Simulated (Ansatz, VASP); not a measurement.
CoO: VASP beside Ansatz

INCAR

```
SYSTEM = CoO
ALGO = Normal
EDIFF = 1E-6
ENCUT = 520
GGA = PE
ISIF = 2
ISMEAR = -1
ISPIN = 2
LASPH = .True.
LCHARG = .False.
LMAXMIX = 4
LORBIT = 11
LREAL = .False.
LWAVE = .False.
MAGMOM = 2 0
NBANDS = 18
NELM = 150
PREC = Accurate
SIGMA = 0.05
```

File KPOINTS:

```
k-points
0
Gamma
  11 11 11
  0 0 0
```

Contents of POSCAR:

```
CoO
1.0
    1.4851228673      0.8574360872      2.4069508786
   -1.4851228673      0.8574360872      2.4069508786
    0.0000000000     -1.7148721745      2.4069508786
Co O
1 1
Direct
    0.0000000000      0.0000000000      0.0000000000
    0.5000000000      0.5000000000      0.5000000000
```

Contents of input.yaml:

```yaml
crystal:
  lattice:
    - [1.4851228673, 0.8574360872, 2.4069508786]
    - [-1.4851228673, 0.8574360872, 2.4069508786]
    - [0.0, -1.7148721745, 2.4069508786]
  atoms:
    - { symbol: Co, position: [0.0, 0.0, 0.0], spin: 2.0 }
    - { symbol: O, position: [0.5, 0.5, 0.5] }
hamiltonian:
  xc: pbe
  pseudopotentials: { kind: paw }
magnetization:
  spin_polarized: true
kpoints:
  mp_grid: { grid: [11, 11, 11] }
scf:
  occupations: { method: fermi_dirac, width: 0.05 }
output:
  forces: true
  stress: true
  eigenvalues: true
```

Alike in both runs: task single point; functional PBE; k mesh 11 × 11 × 11; occupations fermi-dirac, width 0.05 eV; collinear spin.

|  | VASP | Ansatz |
| --- | --- | --- |
| version | VASP 6.6.1 | Ansatz 0.2.0 |
| potentials or method | VASP PAW PBE potentials, release 64 (Co, O) | Ansatz PAW |
| plane-wave cutoff (eV) | 520 | 420 |
| valence electrons in the cell | 15 | 23 |

VASP gave:

* gap on the k mesh at the Fermi level (eV): none
* pressure (GPa): 6.7
* traceless stress, the component that is largest in VASP (GPa): -0.38
* net moment per atom (μB): 1.38
* size of the moment on the site where the two differ most (μB): 2.46

Task: Which values does Ansatz return?

Result: gap on the k mesh at the Fermi level (eV): none; pressure (GPa): 7.4; traceless stress, the component that is largest in VASP (GPa): -0.40; net moment per atom (μB): 1.40; size of the moment on the site where the two differ most (μB): 2.39.

Site moments also hang on the region over which each program counts them. A gap of «none» marks a metal or a gap that the smearing closes. With one functional, cell and mesh, what is left measures potentials, basis and numerics. VASP's potentials hold 15 valence electrons a cell and Ansatz's 23, so a difference there can come from the potentials and not from the codes.
